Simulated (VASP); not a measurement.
Wanted: the native input for a VASP 6.6.1 run.

| Item | Value |
| --- | --- |
| Task | single point |
| Functional | PBE |
| Potentials or basis | VASP PAW PBE potentials, release 64 (Sc_sv, In_d, Rh_sv_GW) |
| Cutoff | 620 eV |
| k mesh | 3 × 3 × 4 |
| Occupations | gaussian, width 0.1 eV |
| Spin | no spin polarisation |
| Dipole correction | no |
| Further INCAR settings | ALGO = Normal; EDIFF = 1e-06; NBANDS = 42 |

The structure of ScIn3Rh lies in POSCAR:

```
ScIn3Rh
1.0
    5.7725182200      0.0000000000      0.0000000000
   -2.8862591100      4.9991474200      0.0000000000
    0.0000000000      0.0000000000      4.4991741500
Sc In Rh
1 3 1
Direct
    0.0000000000      0.0000000000      0.0000000000
    0.4220876900      0.0000000000      0.5000000000
    0.0000000000      0.4220876900      0.5000000000
    0.5779123100      0.5779123100      0.5000000000
    0.0000000000      0.0000000000      0.5000000000
```

The cell was generated, and may not be a known phase.

One way to write it, as run:

INCAR

```
SYSTEM = ScIn3Rh
PREC = Accurate ; ENCUT = 620
EDIFF = 1E-6 ; ISMEAR = 0
SIGMA = 0.1 ; LREAL = .False.
LASPH = .True. ; NELM = 120
ALGO = Normal ; ISIF = 2
LWAVE = .False. ; LCHARG = .False.
GGA = PE ; NBANDS = 42
GGA_COMPAT = .False.
```

KPOINTS

```
Automatic mesh
0
Gamma
  3 3 4
  0 0 0
```

Potentials or basis: VASP PAW PBE potentials, release 64 (Sc_sv, In_d, Rh_sv_GW).

The run is started by

```console
$ cat potpaw_PBE.64/Sc_sv/POTCAR potpaw_PBE.64/In_d/POTCAR potpaw_PBE.64/Rh_sv_GW/POTCAR > POTCAR
$ mpirun -np 1 vasp_std > vasp.out
```

Results of the run:

| Quantity | Value |
| --- | --- |
| Pressure | 12.3 GPa |
| Largest force | 2.483 eV/Å |
| Band gap on the k mesh | zero (an odd number of electrons rules out a gap without spin polarisation) |

Caveat: the k points lie up to 0.42 Å⁻¹ apart, too coarse for converged energies and pressures of a metal; spin-orbit coupling is left out, which moves the levels of the heavy elements; forces of over 1 eV/Å act on the atoms, so gaps and moduli don't describe the material at rest.

Run time: 2.2 min on 1 thread of Intel(R) Xeon(R) Platinum 8375C CPU @ 2.90GHz (Ice Lake), with other jobs on the host, peak memory 0.32 GiB.
